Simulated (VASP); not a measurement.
# CdTe (I-4m2) in VASP: settings compared

The runs below take CdTe through single point, with HSE06, r2SCAN.

Program: VASP 6.6.1. These are calculated values, not measurements. Logs are shortened: lines on timing, memory, paths and dates and some standing lists are left out, and cuts for length are marked.

## (1) The cell of the first run

The structure is tetragonal, space group I-4m2 (No. 119). The conventional cell has a = 4.639 Å, b = 4.639 Å, c = 6.822 Å, α = 90.00°, β = 90.00°, γ = 90.00°. Cd (site symmetry -4m2) has 4 Te at 2.88 Å within 3.8 Å. Within 3.8 Å of Te (site symmetry -4m2) lie 4 Cd at 2.88 Å.

## (2) Single point, HSE06 (uniaxial z strain +4.0%)

The input, POSCAR:

```
CdTe
1.0
    0.0000000000      3.2799551162      3.4111533208
    3.2799551162      0.0000000000      3.4111533208
    3.2799551162      3.2799551162      0.0000000000
Cd Te
1 1
Direct
    0.0000000000      0.0000000000      0.0000000000
    0.2500000000      0.2500000000      0.2500000000
```

The input, INCAR.step1:

```
ALGO     = Normal         # electronic algorithm
EDIFF    = 1E-5           # SCF threshold, eV
ENCUT    = 520            # plane-wave cutoff, eV
GGA      = PE             # functional
ISIF     = 2              # what is computed and relaxed
ISMEAR   = 0              # smearing method
LASPH    = T              # aspherical terms in the spheres
LCHARG   = F              # write CHGCAR
LREAL    = F              # projectors in reciprocal space
LWAVE    = T              # write WAVECAR
NBANDS   = 16             # bands
NELM     = 60             # most SCF steps
PREC     = Accurate       # precision mode
SIGMA    = 0.01           # smearing width, eV
```

The input, INCAR.step2:

```
ALGO     = Normal         # electronic algorithm
EDIFF    = 1E-6           # SCF threshold, eV
ENCUT    = 520            # plane-wave cutoff, eV
GGA      = PE             # functional
HFSCREEN = 0.2079         # screening, 1/A
ISIF     = 2              # what is computed and relaxed
ISMEAR   = 0              # smearing method
ISTART   = 1            
LASPH    = T              # aspherical terms in the spheres
LCHARG   = F              # write CHGCAR
LHFCALC  = T              # exact exchange
LREAL    = F              # projectors in reciprocal space
LWAVE    = F              # write WAVECAR
NBANDS   = 16             # bands
NELM     = 60             # most SCF steps
PREC     = Accurate       # precision mode
PRECFOCK = Normal       
SIGMA    = 0.01           # smearing width, eV
```

The input, KPOINTS:

```
k-points
0
Gamma
  4 4 4
```

Potentials or basis: VASP PAW PBE potentials, release 64 (Cd, Te).

Launch:

```
$ cat potpaw_PBE.64/Cd/POTCAR potpaw_PBE.64/Te/POTCAR > POTCAR
$ cp INCAR.step1 INCAR
$ mpirun -np 1 vasp_std > vasp.out
$ cp INCAR.step2 INCAR
$ mpirun -np 1 vasp_std > vasp.out
```

OUTCAR:

```text
EDIFF = 1E-6
   ENCUT = 520
   GGA = PE
   HFSCREEN = 0.2079
   ISIF = 2
   ISMEAR = 0
   ISTART = 1
   LASPH = T
   LHFCALC = T
   LREAL = F
   NELM = 60
   PREC = Accurate
   PRECFOCK = Normal

 ion  position               nearest neighbor table
   1  0.000  0.000  0.000-   2 2.88   2 2.88   2 2.88   2 2.88
   2  0.250  0.250  0.250-   1 2.88   1 2.88   1 2.88   1 2.88

  LATTYP: Found a body centered tetragonal cell.
 ALAT       =     4.6385570093
 C/A-ratio  =     1.4707821048

  Lattice vectors:

 A1 = (  -3.2799551162,   0.0000000000,   3.4111533208)
 A2 = (   3.2799551162,   0.0000000000,   3.4111533208)
 A3 = (   0.0000000000,   3.2799551162,  -3.4111533208)

Analysis of symmetry for initial positions (statically):
=====================================================================
 Subroutine PRICEL returns:
 Original cell was already a primitive cell.

 Routine SETGRP: Setting up the symmetry group for a
 body centered tetragonal supercell.

 Subroutine GETGRP returns: Found  8 space group operations
 (whereof  8 operations were pure point group operations)
 out of a pool of 16 trial point group operations.

The static configuration has the point symmetry D_2d.

Analysis of symmetry for dynamics (positions and initial velocities):
=====================================================================
 Subroutine PRICEL returns:
 Original cell was already a primitive cell.

 Routine SETGRP: Setting up the symmetry group for a
 body centered tetragonal supercell.

 Subroutine GETGRP returns: Found  8 space group operations
 (whereof  8 operations were pure point group operations)
 out of a pool of 16 trial point group operations.

The dynamic configuration has the point symmetry D_2d.

 Subroutine INISYM returns: Found  8 space group operations
 (whereof  8 operations are pure point group operations),
 and found     1 'primitive' translations

----------------------------------------------------------------------------------------

                                     Primitive cell

  volume of cell :      73.3951
[... 77 lines left out ...]
   EDIFF  = 0.1E-05   stopping-criterion for ELM
   LREAL  =      F    real-space projection
   EDIFFG = 0.1E-04   stopping-criterion for IOM
   NSW    =      0    number of steps for IOM
   IBRION =     -1    ionic relax: 0-MD 1-quasi-New 2-CG
   NFREE  =      0    steps in history (QN), initial steepest desc. (CG)
   ISIF   =      2    stress and relaxation
   ISYM   =      3    0-nonsym 1-usesym 2-fastsym
   POTIM  = 0.5000    time-step for ionic-motion
   TEBEG  =    0.0;   TEEND  =   0.0 temperature during run
   PSTRESS=    0.0 pullay stress
   NELECT =      18.0000    total number of electrons
   NUPDOWN=      -1.0000    fix difference up-down
   EMIN   =  10.00;   EMAX   =-10.00  energy-range for DOS
   EFERMI =   0.00;   METHOD = LEGACY
   ISMEAR =     0;   SIGMA  =   0.01  broadening in eV -4-tet -1-fermi 0-gaus
   EFERMI_NEDOS =   21; number of points for ismear=-14 and -15
   IALGO  =     38    algorithm
   IMIX   =      1    mixing-type and parameters
     AMIX     =   0.40;   BMIX     =  1.00
     AMIX_MAG =   1.60;   BMIX_MAG =  1.00
  volume/ion in A,a.u.               =      36.70       247.65
  Fermi-wavevector in a.u.,A,eV,Ry     =   1.024731  1.936461 14.287126  1.050074
  Thomas-Fermi vector in A             =   2.158534
   LORBIT       =      0    0 simple, 1 ext, 2 COOP (PROOUT), +10 PAW based schemes
   GGA     = PE    functional components
   LHFCALC =     T    Hartree Fock is set to
   PRECFOCK=normal    Normal, Fast or Accurate (Low or Medium for compatibility)
   ENCUT4O =  -1.0   cutoff for four orbital integrals eV
   NKREDX  =     1    reduce k-point grid by
   NKREDY  =     1    reduce k-point grid by
   NKREDZ  =     1    reduce k-point grid by
   AEXX    =    0.2500 exact exchange contribution
   HFSCREEN=    0.2079 screening length (either q_TF or 0.3 A-1)
   HFSCREENC=   0.2079 screening length for correlation (either q_TF or 0.3 A-1)
   ENCUTFOCK=  -1.0 apply spherical cutoff to Coloumb kernel
   IVDW    =     0    specifies the selected vdW correction
   LEPSILON=     F    determine dielectric tensor
   LRPA    =     F    only Hartree local field effects (RPA)
 non-spin polarized calculation
 Gauss-broadening in eV      SIGMA  =   0.01
  energy-cutoff  :      520.00
  volume of cell :       73.40
 maximum number of plane-waves:      1989
  NGX = 28; NGY = 28; NGZ = 28

 number of electron      18.0000002 magnetization

 Free energy of the ion-electron system (eV)
  ---------------------------------------------------
  ext. energy  EPLUGINS =         0.00000000
  ---------------------------------------------------
  free energy    TOTEN  =        -5.98049878 eV

  energy without entropy =       -5.98049878  energy(sigma->0) =       -5.98049878

 E-fermi :   1.3258     XC(G=0):  -6.9007

 val. band max:        1.2457871505   @ k =   0.0000   0.0000   0.0000
 cond. band min:       2.5098200111   @ k =   0.0000   0.0000   0.0000
 fundamental gap:      1.2640328605
 Fermi energy:         1.3257752736

 k-point     1 :       0.0000    0.0000    0.0000
  band No.  band energies     occupation
      1     -10.4951      2.00000
      2      -8.2019      2.00000
      3      -8.1925      2.00000
      4      -8.1925      2.00000
      5      -7.9859      2.00000
      6      -7.9851      2.00000
[... 224 lines left out ...]
      3      -8.0846      2.00000
      4      -8.0127      2.00000
      5      -7.9819      2.00000
      6      -7.3638      2.00000
[... 8 lines left out ...]
     15      13.4397      0.00000
     16      13.4473      0.00000

------------------------ aborting loop because EDIFF is reached ----------------------------------------

  FORCE on cell =-STRESS in cart. coord.  units (eV):
  Direction    XX          YY          ZZ          XY          YZ          ZX
  --------------------------------------------------------------------------------------
  -------------------------------------------------------------------------------------
  Total       -0.4579259     -0.4579259     -0.8311201      0.0000000     -0.0000000      0.0000000
  in kB       -9.9962876     -9.9962876    -18.1429258      0.0000000     -0.0000000      0.0000000
  external PRESSURE =     -12.7118336 kB  Pullay stress =       0.0000000 kB

 VOLUME and BASIS-vectors are now :
 -----------------------------------------------------------------------------
  energy-cutoff  :      520.00
  volume of cell :       73.40
      direct lattice vectors                 reciprocal lattice vectors
     0.000000000  3.279955116  3.411153321    -0.152441110  0.152441110  0.146577991
     3.279955116  0.000000000  3.411153321     0.152441110 -0.152441110  0.146577991
     3.279955116  3.279955116  0.000000000     0.152441110  0.152441110 -0.146577991

 POSITION                                       TOTAL-FORCE (eV/Angst)
 -----------------------------------------------------------------------------------
      0.00000      0.00000      0.00000         0.000000      0.000000      0.000000
      1.63998      1.63998      1.70558         0.000000      0.000000     -0.000000
 -----------------------------------------------------------------------------------
    total drift:                               -0.000001     -0.000001      0.000002

  FREE ENERGIE OF THE ION-ELECTRON SYSTEM (eV)
  ---------------------------------------------------
  free  energy   TOTEN  =        -5.9804987838 eV

  energy  without entropy=       -5.9804987838  energy(sigma->0) =       -5.98049878
```

OUTCAR.step1:

```text
EDIFF = 1E-5
   ENCUT = 520
   GGA = PE
   ISIF = 2
   ISMEAR = 0
[... 455 lines left out ...]
 -----------------------------------------------------------------------------------
      0.00000      0.00000      0.00000         0.000000      0.000000      0.000000
      1.63998      1.63998      1.70558        -0.000000     -0.000000     -0.000000
 -----------------------------------------------------------------------------------
    total drift:                               -0.000001     -0.000001     -0.000000

  FREE ENERGIE OF THE ION-ELECTRON SYSTEM (eV)
  ---------------------------------------------------
  free  energy   TOTEN  =        -4.7515314308 eV

  energy  without entropy=       -4.7515314308  energy(sigma->0) =       -4.75153143
```

OSZICAR.step1:

```text
N       E                     dE             d eps       ncg     rms          rms(c)
DAV:   1     0.102024199746E+03    0.10202E+03   -0.81296E+03   416   0.964E+02
DAV:   2    -0.131040902873E+01   -0.10333E+03   -0.99050E+02   504   0.235E+02
DAV:   3    -0.496764471830E+01   -0.36572E+01   -0.36533E+01   488   0.467E+01
DAV:   4    -0.500375635366E+01   -0.36112E-01   -0.36110E-01   672   0.408E+00
DAV:   5    -0.500383477618E+01   -0.78423E-04   -0.78422E-04   512   0.178E-01    0.477E+00
DAV:   6    -0.476679922532E+01    0.23704E+00   -0.39535E-01   512   0.701E+00    0.404E+00
DAV:   7    -0.474975933645E+01    0.17040E-01   -0.10791E-01   472   0.207E+00    0.162E+00
DAV:   8    -0.475096514753E+01   -0.12058E-02   -0.10450E-02   496   0.111E+00    0.465E-01
DAV:   9    -0.475139364047E+01   -0.42849E-03   -0.94874E-04   496   0.294E-01    0.102E-01
DAV:  10    -0.475148178676E+01   -0.88146E-04   -0.12184E-04   552   0.956E-02    0.538E-02
DAV:  11    -0.475153248093E+01   -0.50694E-04   -0.88022E-05   464   0.518E-02    0.346E-02
DAV:  12    -0.475153143078E+01    0.10502E-05   -0.31976E-06   440   0.130E-02
   1 F= -.47515314E+01 E0= -.47515314E+01  d E =-.102723E-51
```

Run time: 14 min. Hardware: 1 thread of Intel Xeon 6975P-C (Granite Rapids), shared host; peak memory 0.32 GiB.

What came out:

| Quantity | Value |
| --- | --- |
| Free energy | -5.9805 eV |
| Pressure | -1.3 GPa |
| Band gap on the k mesh | 1.26 eV |

Caveat: the cell differs from its parent crystal (uniaxial z strain +4.0%); the PAW data sets were made with another functional, which shifts forces and pressure a little; spin-orbit coupling is left out, which moves the levels of the heavy elements.

## (3) Single point, r2SCAN, non-collinear spin, zero start, spin-orbit coupling (uniaxial z strain -2.0%)

The input, POSCAR:

```
CdTe
1.0
    0.0000000000      3.2799551162      3.2143560138
    3.2799551162      0.0000000000      3.2143560138
    3.2799551162      3.2799551162      0.0000000000
Cd Te
1 1
Direct
    0.0000000000      0.0000000000      0.0000000000
    0.2500000000      0.2500000000      0.2500000000
```

The input, INCAR.step1:

```
SYSTEM = CdTe
ALGO = Normal ; EDIFF = 1E-4
ENCUT = 520 ; GGA = PE
GGA_COMPAT = .False. ; ISMEAR = -1
LASPH = .True. ; LCHARG = .False.
LREAL = .False. ; LSORBIT = .True.
LWAVE = .True. ; MAGMOM = 0 0 0 0 0 0
NBANDS = 30 ; NELM = 150
PREC = Accurate ; SIGMA = 0.02
```

The input, INCAR.step2:

```
SYSTEM = CdTe
ALGO = Normal ; EDIFF = 1E-6
ENCUT = 520 ; GGA_COMPAT = .False.
ISIF = 2 ; ISMEAR = -1
ISTART = 1 ; LASPH = .True.
LCHARG = .False. ; LMIXTAU = .True.
LORBIT = 11 ; LORBMOM = .True.
LREAL = .False. ; LSORBIT = .True.
LWAVE = .False. ; MAGMOM = 0 0 0 0 0 0
METAGGA = R2SCAN ; NBANDS = 30
NELM = 150 ; PREC = Accurate
SIGMA = 0.02
```

The input, KPOINTS:

```
k-points
0
Gamma
  6 6 6
  0 0 0
```

Potentials or basis: VASP PAW PBE potentials, release 64 (Cd, Te).

Launch:

```
$ cat potpaw_PBE.64/Cd/POTCAR potpaw_PBE.64/Te/POTCAR > POTCAR
$ cp INCAR.step1 INCAR
$ mpirun -np 1 vasp_ncl > vasp.out
$ cp INCAR.step2 INCAR
$ mpirun -np 1 vasp_ncl > vasp.out
```

It took 10 min on 1 thread of Intel Xeon 6975P-C (Granite Rapids), shared host; peak memory 0.53 GiB.

It converged, with:

```yaml
Free_energy: -46.7538 eV
Pressure: 0.9 GPa
Net_moment: 0.00 μB per cell
Valence_electrons_inside_the_program's_atomic_spheres: Cd 10.30; Te 3.48
```

Stress tensor (GPa, compression positive):
```
0.84 0.00 0.00
0.00 0.84 0.00
0.00 0.00 1.16
```

Moments on the atoms (μB; x, y, z):
```
Cd  0.00 0.00 0.00
Te  0.00 0.00 0.00
```

Caveat: the cell differs from its parent crystal (uniaxial z strain -2.0%); the PAW data sets were made with another functional, which shifts forces and pressure a little.
